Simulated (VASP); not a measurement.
Set up this calculation in VASP 6.6.1, as the native input.

```yaml
Task: single point
Functional: LDA
Potentials_or_basis: VASP PAW LDA potentials, release 64 (Ga_d, As)
Cutoff: 500 eV
k_mesh: 4 × 4 × 4
Occupations: gaussian, width 0.01 eV
Spin: no spin polarisation
Dipole_correction: no
Further_INCAR_settings: ALGO = Normal; EDIFF = 1e-06; NBANDS = 16
```

The structure of GaAs lies in POSCAR:

```
GaAs
1.0
    0.0000000000      2.8268500000      2.8268500000
    2.8268500000      0.0000000000      2.8268500000
    2.8268500000      2.8268500000      0.0000000000
Ga As
1 1
Direct
    0.0000000000      0.0000000000      0.0000000000
    0.2500000000      0.2500000000      0.2500000000
```

The input as run:

INCAR

```
PREC = Accurate
ENCUT = 500
EDIFF = 1E-6
ISMEAR = 0
SIGMA = 0.01
LREAL = False
LASPH = True
NELM = 120
ALGO = Normal
ISIF = 2
LWAVE = False
LCHARG = False
GGA = CA
NBANDS = 16
GGA_COMPAT = False
```

KPOINTS

```
Automatic mesh
0
Gamma
  4 4 4
```

Potentials or basis: VASP PAW LDA potentials, release 64 (Ga_d, As).

The run is started by

```bash
$ cat potpaw_LDA.64/Ga_d/POTCAR potpaw_LDA.64/As/POTCAR > POTCAR
$ mpirun -np 1 vasp_std > vasp.out
```

Results of the run:

```json
{
 "Pressure": "-1.4 GPa",
 "Band gap on the k mesh": "0.31 eV, direct"
}
```

Caveat: the k points lie up to 0.48 Å⁻¹ apart.

Run time: 13 s on 1 thread of Intel Xeon 8259CL, on a shared host, peak memory 0.14 GiB.
